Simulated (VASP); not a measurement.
A run of VASP 6.6.1 is set up as follows.

The input INCAR:

```
SYSTEM = SnTe
ALGO = Normal ; EDIFF = 1E-7
EDIFFG = -0.01 ; ENCUT = 600
GGA = PE ; IBRION = 2
ISIF = 3 ; ISMEAR = -1
IVDW = 12 ; LASPH = .True.
LCHARG = .False. ; LREAL = .False.
LWAVE = .False. ; NELM = 60
NSW = 60 ; PREC = Accurate
SIGMA = 0.05
```

Contents of KPOINTS:

```
k-points
0
Gamma
  7 7 7
  0 0 0
```

File POSCAR:

```
SnTe
1.0
    3.9047000000      0.0000000000      0.0000000000
    0.0000000000      3.9047000000      0.0000000000
    0.0000000000      0.0000000000      3.9047000000
Te Sn
1 1
Direct
    0.5000000000      0.5000000000      0.5000000000
    0.0000000000      0.0000000000      0.0000000000
```

Potentials or basis: VASP PAW PBE potentials, release 64 (Te, Sn_d).

Run with:

```sh
$ cat potpaw_PBE.64/Te/POTCAR potpaw_PBE.64/Sn_d/POTCAR > POTCAR
$ mpirun -np 1 vasp_std > vasp.out
```

Question: Estimate the dispersion energy per atom.

Answer: -0.455 eV.

Question: Estimate the relaxed cell.

Answer: a = 3.796 Å, b = 3.796 Å, c = 3.796 Å, α = 90.00°, β = 90.00°, γ = 90.00°.

Question: Predict the relaxed volume.

Answer: 27.34 Å³/atom.

Final structure:
```
Te Sn
1.0
     3.79568    0.00000    0.00000
     0.00000    3.79568    0.00000
     0.00000    0.00000    3.79568
Te Sn
1 1
Direct
  0.50000 0.50000 0.50000
  0.00000 0.00000 0.00000
```

Caveat: pairwise dispersion overbinds metals, which lowers pressure and volume.
